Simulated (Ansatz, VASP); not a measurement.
# TlBr in VASP and in Ansatz

File INCAR:

```
SYSTEM = TlBr
PREC = Accurate
ENCUT = 500
EDIFF = 1E-7
ISMEAR = -1
SIGMA = 0.02
LREAL = .FALSE.
LASPH = .TRUE.
NELM = 120
ALGO = Normal
ISIF = 3
LWAVE = .FALSE.
LCHARG = .FALSE.
GGA = PE
IBRION = 2
NSW = 40
EDIFFG = -0.005
GGA_COMPAT = .FALSE.
NELMIN = 4
```

KPOINTS

```
Automatic mesh
0
G
  7 7 7
  0 0 0
```

POSCAR

```
TlBr
1.0
    4.0527484318      0.0000000000      0.0000000000
    0.0000000000      4.0527484318      0.0000000000
    0.0000000000      0.0000000000      4.0527484318
Tl Br
1 1
Direct
    0.0000000000      0.0000000000      0.0000000000
    0.5000000000      0.5000000000      0.5000000000
```

Input for Ansatz:

```yaml
crystal:
  lattice:
    - [4.0527484318, 0.0, 0.0]
    - [0.0, 4.0527484318, 0.0]
    - [0.0, 0.0, 4.0527484318]
  atoms:
    - { symbol: Tl, position: [0.0, 0.0, 0.0] }
    - { symbol: Br, position: [0.5, 0.5, 0.5] }
kpoints:
  mp_grid: { grid: [7, 7, 7] }
scf:
  occupations: { method: fermi_dirac, width: 0.02 }
hamiltonian:
  xc: pbe
  pseudopotentials:
    kind: all_electron
    lapw: { basis_error: 0.0005 }
    relativity: none
output:
  forces: true
  stress: true
  eigenvalues: true
relax:
  f_tol: 0.005
  max_steps: 20
  cell: {}
```

Alike in both runs: task relaxation of cell and atoms; functional PBE; k mesh 7 × 7 × 7; occupations fermi-dirac, width 0.02 eV; no spin polarisation.

```csv
,VASP,Ansatz
version,VASP 6.6.1,Ansatz 0.2.0
potentials or method,"VASP PAW PBE potentials, release 64 (Tl_d, Br), cutoff 500 eV","all-electron LAPW, non-relativistic"
```

```tsv
	VASP	Ansatz	Ansatz less VASP
gap on the k mesh at the Fermi level, each at its own relaxed structure (eV)	2.37	1.44	-0.931
relaxed volume (Å³/atom)	33.25	34.83	+1.580
relaxed cell length with the largest relative difference (Å)	4.051	4.115	+0.0632
```

One of these differences is far larger than is usual between the two programs; its cause wasn't traced. Ansatz ran all-electron here, and VASP with PAW potentials.

Spin-orbit coupling is off throughout.
